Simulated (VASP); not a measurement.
Ta3I, 4 atoms in the cell. Symmetry: Im-3m, No. 229, cubic system. The conventional cell has a = 6.115 Å, b = 6.115 Å, c = 6.115 Å, α = 90.00°, β = 90.00°, γ = 90.00°. Within 4.0 Å of Ta (site symmetry 4/mmm) lie 4 Ta at 3.06 Å and 2 I at 3.06 Å. Within 4.0 Å of I (site symmetry m-3m) lie 6 Ta at 3.06 Å. The cell was built from a structure type or drawn by symmetry, and may not be a known phase.

| Item | Value |
| --- | --- |
| Program | VASP 6.6.1 |
| Task | single point |
| Functional | PBE |
| Potentials or basis | VASP PAW PBE potentials, release 64 (Ta_pv, I) |
| Cutoff | 520 eV |
| k mesh | 4 × 4 × 4 |
| Occupations | gaussian, width 0.1 eV |
| Spin | no spin polarisation |
| Dipole correction | no |
| Further INCAR settings | ALGO = Normal; EDIFF = 1e-07; NBANDS = 28 |

Potentials or basis: VASP PAW PBE potentials, release 64 (Ta_pv, I).

The run is started by

```bash
$ cat potpaw_PBE.64/Ta_pv/POTCAR potpaw_PBE.64/I/POTCAR > POTCAR
$ mpirun -np 1 vasp_std > vasp.out
```

Hardware: 1 thread of AMD EPYC 7R43 64-Core Processor (Zen 3), with other jobs on the host.

Estimate the wall time of this run.

Run time: 55 s on 1 thread of AMD EPYC 7R43 64-Core Processor (Zen 3), on a shared host, peak memory 0.21 GiB. Counts: scf iterations 15, k points 8.
